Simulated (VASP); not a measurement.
Set up this calculation in VASP 6.6.1, as the native input.

```yaml
Task: single point
Functional: PBE
Potentials_or_basis: VASP PAW PBE potentials, release 64 (Sm_3, Ta_pv), 4f in core
Cutoff: 500 eV
k_mesh: 6 × 6 × 6
Occupations: gaussian, width 0.1 eV
Spin: no spin polarisation
Dipole_correction: no
Further_INCAR_settings: ALGO = Normal; EDIFF = 1e-06; NBANDS = 54
```

The structure of Sm3Ta lies in POSCAR:

```
Sm3Ta
1.0
    6.9218714944      0.0000000000      0.0000000000
   -3.4609357472      5.9945165559      0.0000000000
    0.0000000000      0.0000000000      5.4631474620
Sm Ta
6 2
Direct
    0.3485772043      0.1742886022      0.7500000000
    0.8257113978      0.1742886022      0.7500000000
    0.8257113978      0.6514227957      0.7500000000
    0.6514227957      0.8257113978      0.2500000000
    0.1742886022      0.8257113978      0.2500000000
    0.1742886022      0.3485772043      0.2500000000
    0.6666666667      0.3333333333      0.2500000000
    0.3333333333      0.6666666667      0.7500000000
```

The cell was generated, and may not be a known phase.

The input as run:

INCAR

```
ALGO     = Normal         # electronic algorithm
EDIFF    = 1E-6           # SCF threshold, eV
ENCUT    = 500            # plane-wave cutoff, eV
GGA      = PE             # functional
GGA_COMPAT= False        
ISIF     = 2              # what is computed and relaxed
ISMEAR   = 0              # smearing method
LASPH    = True           # aspherical terms in the spheres
LCHARG   = False          # write CHGCAR
LMAXMIX  = 6              # l up to which the mixer works
LREAL    = False          # projectors in reciprocal space
LWAVE    = False          # write WAVECAR
NBANDS   = 54             # bands
NELM     = 200            # most SCF steps
PREC     = Accurate       # precision mode
SIGMA    = 0.1            # smearing width, eV
```

KPOINTS

```
k-points
0
Gamma
  6 6 6
```

Potentials or basis: VASP PAW PBE potentials, release 64 (Sm_3, Ta_pv), 4f in core.

Run with:

```bash
$ cat potpaw_PBE.64/Sm_3/POTCAR potpaw_PBE.64/Ta_pv/POTCAR > POTCAR
$ mpirun -np 1 vasp_std > vasp.out
```

Results of the run:

```yaml
Pressure: 0.3 GPa
Largest_force: 0.005 eV/Å
Band_gap_on_the_k_mesh: zero (bands 44 and 45 overlap by 0.72 eV)
```

Caveat: spin-orbit coupling is left out, which moves the levels of the heavy elements; the 4f electrons are frozen in the core, so they carry no moment and show no levels.

It took 5.2 min on 1 thread of AMD EPYC 7R43 64-Core Processor (Zen 3), on a shared host, peak memory 0.41 GiB.
